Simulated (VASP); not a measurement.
# Ga (Immm) in VASP: a series of runs

Ga is run at these levels: PBEsol; tasks: single point.

All numbers are computed with VASP 6.6.1; they aren't measurements. Logs are shortened: lines on timing, memory, paths and dates and some standing lists are left out, and cuts for length are marked.

### 1 The cell of the first run

It takes space group Immm (No. 71, orthorhombic). The conventional cell has a = 2.752 Å, b = 2.808 Å, c = 4.458 Å, α = 90.00°, β = 90.00°, γ = 90.00°. Within 3.6 Å of Ga (site symmetry mmm) lie 12 Ga at 2.75 to 2.97 Å.

### 2 Single point, PBEsol (strain -0.0200 x Voigt [0, 1, 0, 0, 0, 0])

Input file INCAR:

```
  PREC = Accurate
  ENCUT = 520
  EDIFF = 1E-6
  ISMEAR = 0
  SIGMA = 0.15
  LREAL = False
  LASPH = True
  NELM = 60
  ALGO = Fast
  ISIF = 2
  LWAVE = False
  LCHARG = True
  GGA = PS
  LELF = True
  LVHAR = True
  NBANDS = 12
```

Input file KPOINTS:

```
Automatic mesh
0
Gamma
  24 24 24
```

Input file POSCAR:

```
Ga
1.0
   -1.4040000000      1.3759200000      2.2290000000
    1.4040000000     -1.3759200000      2.2290000000
    1.4040000000      1.3759200000     -2.2290000000
Ga
1
Direct
    0.0000000000      0.0000000000      0.0000000000
```

Potentials or basis: VASP PAW PBE potentials, release 64 (Ga_d).

On the command line:

```bash
> cat potpaw_PBE.64/Ga_d/POTCAR > POTCAR
> mpirun -np 1 vasp_std > vasp.out
```

OUTCAR:

```text
PREC = Accurate
   ENCUT = 520
   EDIFF = 1E-6
   ISMEAR = 0
   LREAL = False
   LASPH = True
   NELM = 60
   ISIF = 2
   GGA = PS

 ion  position               nearest neighbor table
   1  0.000  0.000  0.000-

  LATTYP: Found a body centered orthorhombic cell.
 ALAT       =     2.7518400000
 B/A-ratio  =     1.0204081633
 C/A-ratio  =     1.6200069771

  Lattice vectors:

 A1 = (   1.4040000000,  -1.3759200000,  -2.2290000000)
 A2 = (  -1.4040000000,   1.3759200000,  -2.2290000000)
 A3 = (   1.4040000000,   1.3759200000,   2.2290000000)

Analysis of symmetry for initial positions (statically):
=====================================================================
 Subroutine PRICEL returns:
 Original cell was already a primitive cell.

 Routine SETGRP: Setting up the symmetry group for a
 body centered orthorhombic supercell.

 Subroutine GETGRP returns: Found  8 space group operations
 (whereof  8 operations were pure point group operations)
 out of a pool of  8 trial point group operations.

The static configuration has the point symmetry D_2h.

Analysis of symmetry for dynamics (positions and initial velocities):
=====================================================================
 Subroutine PRICEL returns:
 Original cell was already a primitive cell.

 Routine SETGRP: Setting up the symmetry group for a
 body centered orthorhombic supercell.

 Subroutine GETGRP returns: Found  8 space group operations
 (whereof  8 operations were pure point group operations)
 out of a pool of  8 trial point group operations.

The dynamic configuration has the point symmetry D_2h.

 Subroutine INISYM returns: Found  8 space group operations
 (whereof  8 operations are pure point group operations),
 and found     1 'primitive' translations

----------------------------------------------------------------------------------------

                                     Primitive cell

  volume of cell :      17.2239

  direct lattice vectors                    reciprocal lattice vectors
    -1.404000000  1.375920000  2.229000000     0.000000000  0.363393221  0.224315837
     1.404000000 -1.375920000  2.229000000     0.356125356  0.000000000  0.224315837
     1.404000000  1.375920000 -2.229000000     0.356125356  0.363393221  0.000000000

  length of vectors
     2.972004853  2.972004853  2.972004853     0.427050614  0.420883433  0.508802419

[... 79 lines left out ...]
   LREAL  =      F    real-space projection
   EDIFFG = 0.1E-04   stopping-criterion for IOM
   NSW    =      0    number of steps for IOM
   IBRION =     -1    ionic relax: 0-MD 1-quasi-New 2-CG
   NFREE  =      0    steps in history (QN), initial steepest desc. (CG)
   ISIF   =      2    stress and relaxation
   ISYM   =      2    0-nonsym 1-usesym 2-fastsym
   POTIM  = 0.5000    time-step for ionic-motion
   TEBEG  =    0.0;   TEEND  =   0.0 temperature during run
   PSTRESS=    0.0 pullay stress
   NELECT =      13.0000    total number of electrons
   NUPDOWN=      -1.0000    fix difference up-down
   EMIN   =  10.00;   EMAX   =-10.00  energy-range for DOS
   EFERMI =   0.00;   METHOD = LEGACY
   ISMEAR =     0;   SIGMA  =   0.15  broadening in eV -4-tet -1-fermi 0-gaus
   EFERMI_NEDOS =   21; number of points for ismear=-14 and -15
   IALGO  =     68    algorithm
   IMIX   =      4    mixing-type and parameters
     AMIX     =   0.40;   BMIX     =  1.00
     AMIX_MAG =   1.60;   BMIX_MAG =  1.00
  volume/ion in A,a.u.               =      17.22       116.23
  Fermi-wavevector in a.u.,A,eV,Ry     =   1.490548  2.816726 30.228498  2.221732
  Thomas-Fermi vector in A             =   2.603316
   LORBIT       =      0    0 simple, 1 ext, 2 COOP (PROOUT), +10 PAW based schemes
   GGA     = PS    functional components
   LHFCALC =     F    Hartree Fock is set to
   AEXX    =    0.0000 exact exchange contribution
   IVDW    =     0    specifies the selected vdW correction
   LEPSILON=     F    determine dielectric tensor
   LRPA    =     F    only Hartree local field effects (RPA)
 non-spin polarized calculation
 RMM-DIIS sequential band-by-band and
 Gauss-broadening in eV      SIGMA  =   0.15
  energy-cutoff  :      520.00
  volume of cell :       17.22
 maximum number of plane-waves:       477
 NGX is ok and might be reduce to    24
   NGX = 11   NGY = 11   NGZ = 11

 number of electron      13.0000002 magnetization

 Free energy of the ion-electron system (eV)
  ---------------------------------------------------
  ext. energy  EPLUGINS =         0.00000000
  ---------------------------------------------------
  free energy    TOTEN  =        -3.33370803 eV

  energy without entropy =       -3.32964910  energy(sigma->0) =       -3.33167857

 E-fermi :   6.2861     XC(G=0): -11.6148

 val. band max:        6.2824920897   @ k =   0.3333   0.2500   0.0000
 cond. band min:       6.2887640507   @ k =  -0.4167  -0.1667   0.1250
 fundamental gap:      0.0062719610
 Fermi energy:         6.2860680171

 k-point     1 :       0.0000    0.0000    0.0000
  band No.  band energies     occupation
      1      -8.7600      2.00000
      2      -8.6158      2.00000
      3      -8.5919      2.00000
      4      -8.5900      2.00000
      5      -8.4306      2.00000
      6      -5.4972      2.00000
      7      19.1559      0.00000
      8      19.5139      0.00000
      9      19.9218      0.00000
     10      22.9108      0.00000
     11      22.9166      0.00000
     12      23.2502      0.00000
[... 331 lines left out ...]
 k-point    24 :       0.4167    0.0417    0.0000
  band No.  band energies     occupation
      1      -8.7591      2.00000
      2      -8.6981      2.00000
      3      -8.5962      2.00000
      4      -8.4138      2.00000
      5      -8.3649      2.00000
      6      -0.1951      2.00000
      7       3.9440      2.00000
      8      15.0652      0.00000
      9      17.5488      0.00000
     10      19.4500      0.00000
     11      21.2073      0.00000
     12      23.3556      0.00000

 [... further k-points ...]
[... 5 lines left out ...]
  --------------------------------------------------------------------------------------
  -------------------------------------------------------------------------------------
  Total        0.1756680      0.2392176      0.1939071     -0.0000000      0.0000000      0.0000000
  in kB       16.3407838     22.2522228     18.0373979     -0.0000000      0.0000000      0.0000000
  external PRESSURE =      18.8768015 kB  Pullay stress =       0.0000000 kB

 VOLUME and BASIS-vectors are now :
 -----------------------------------------------------------------------------
  energy-cutoff  :      520.00
  volume of cell :       17.22
      direct lattice vectors                 reciprocal lattice vectors
    -1.404000000  1.375920000  2.229000000     0.000000000  0.363393221  0.224315837
     1.404000000 -1.375920000  2.229000000     0.356125356  0.000000000  0.224315837
     1.404000000  1.375920000 -2.229000000     0.356125356  0.363393221  0.000000000

 POSITION                                       TOTAL-FORCE (eV/Angst)
 -----------------------------------------------------------------------------------
      0.00000      0.00000      0.00000         0.000000      0.000000     -0.000000
 -----------------------------------------------------------------------------------
    total drift:                               -0.000000      0.000000      0.000000

  FREE ENERGIE OF THE ION-ELECTRON SYSTEM (eV)
  ---------------------------------------------------
  free  energy   TOTEN  =        -3.3337080317 eV

  energy  without entropy=       -3.3296490983  energy(sigma->0) =       -3.33167857
```

Wall time 4.1 min (1 thread of AMD EPYC 9R45 (Zen 5), shared host); peak memory 0.44 GiB.

Results:

```
Free energy : -3.3337 eV
Pressure    : 1.9 GPa
```

Caveat: the cell differs from its parent crystal (strain -0.0200 x Voigt [0, 1, 0, 0, 0, 0]); the PAW data sets were made with another functional, which shifts forces and pressure a little.

### 3 Single point, PBEsol (strain -0.0150 x Voigt [0, 1, 0, 0, 0, 0])

Input file INCAR:

```
ALGO = Fast
EDIFF = 1E-7
ENCUT = 520
GGA = PS
ISIF = 2
ISMEAR = 0
LASPH = True
LCHARG = False
LREAL = False
LWAVE = False
NBANDS = 12
NELM = 100
PREC = Accurate
SIGMA = 0.15
```

Input file KPOINTS:

```
k-points
0
Gamma
  24 24 24
```

Input file POSCAR:

```
Ga
1.0
   -1.4040000000      1.3829400000      2.2290000000
    1.4040000000     -1.3829400000      2.2290000000
    1.4040000000      1.3829400000     -2.2290000000
Ga
1
Direct
    0.0000000000      0.0000000000      0.0000000000
```

Potentials or basis: VASP PAW PBE potentials, release 64 (Ga_d).

On the command line:

```bash
> cat potpaw_PBE.64/Ga_d/POTCAR > POTCAR
> mpirun -np 1 vasp_std > vasp.out
```

Run time: 4.3 min. Hardware: 1 thread of AMD EPYC 9R45 (Zen 5), shared host; peak memory 0.44 GiB.

The run converged. Its results:

| Quantity | Value |
| --- | --- |
| Free energy | -3.3348 eV |
| Pressure | 1.4 GPa |

Stress tensor (GPa, compression positive):
```
1.26 0.00 0.00
0.00 1.59 0.00
0.00 0.00 1.37
```

Levels at points of the mesh, in eV from the Fermi level:
```
           k point  band 2  band 3  band 4  band 5  band 6  band 7  band 8  band 9  band 10  band 11
(0.00, 0.00, 0.00)  -14.89  -14.87  -14.87  -14.71  -11.74   12.91   13.19   13.47    16.57    16.60
(0.50, 0.00, 0.00)  -14.98  -14.88  -14.68  -14.63   -4.87   -4.34    8.75   11.98    12.90    15.63
(0.00, 0.50, 0.00)  -15.00  -14.86  -14.68  -14.64   -5.09   -4.42    8.70   12.37    12.75    15.99
(0.50, 0.50, 0.00)  -15.09  -14.68  -14.68  -14.56   -2.28   -1.23    4.12    5.09     8.27     8.29
(0.50, 0.50, 0.50)  -15.09  -14.65  -14.64  -14.64   -3.94   -3.81    6.43    7.00     9.87    10.95
```

Caveat: the cell differs from its parent crystal (strain -0.0150 x Voigt [0, 1, 0, 0, 0, 0]); the PAW data sets were made with another functional, which shifts forces and pressure a little.
